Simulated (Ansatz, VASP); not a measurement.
## Al in VASP and in Ansatz

The input INCAR:

```
PREC = Accurate
ENCUT = 520
EDIFF = 1E-6
ISMEAR = 0
SIGMA = 0.15
LREAL = False
LASPH = True
NELM = 80
ALGO = Fast
ISIF = 2
LWAVE = False
LCHARG = True
GGA = PS
LELF = True
LVHAR = True
NBANDS = 8
```

KPOINTS

```
Automatic mesh
0
Gamma
  20 20 20
```

POSCAR

```
Al
1.0
    0.0000000000      2.0644596000      2.0239800000
    1.9835004000      0.0000000000      2.0239800000
    1.9835004000      2.0644596000      0.0000000000
Al
1
Direct
    0.0000000000      0.0000000000      0.0000000000
```

Input for Ansatz:

```yaml
crystal:
  lattice:
    - [0.0, 2.0644596, 2.02398]
    - [1.9835004, 0.0, 2.02398]
    - [1.9835004, 2.0644596, 0.0]
  atoms:
    - { symbol: Al, position: [0.0, 0.0, 0.0] }
basis:
  ecutwfc: 420
kpoints:
  mp_grid: { grid: [20, 20, 20] }
hamiltonian:
  xc: pbesol
scf:
  occupations: { method: gaussian, width: 0.15 }
output:
  forces: true
  stress: true
  eigenvalues: true
```

Change from the starting cell: strain -0.0200 x Voigt [1, -1, 0, 0, 0, 0], atoms carried along.

Alike in both runs: task single point; functional PBEsol; k mesh 20 × 20 × 20; occupations gaussian, width 0.15 eV; no spin polarisation.

|  | VASP | Ansatz |
| --- | --- | --- |
| version | VASP 6.6.1 | Ansatz 0.2.0 |
| potentials or method | VASP PAW PBE potentials, release 64 (Al), cutoff 520 eV | scalar-relativistic, plane waves, PAW |
| valence electrons in the cell | 3 | 3 |

```tsv
	VASP	Ansatz	Ansatz less VASP
gap on the k mesh at the Fermi level (eV)	none	none	-
pressure (GPa)	-1.8	-1.8	-0.05
traceless stress, the component that is largest in VASP (GPa)	-1.15	-1.15	+0.002
```

VASP's potentials were made for PBE, not for PBEsol. A gap of «none» marks a metal or a gap that the smearing closes.
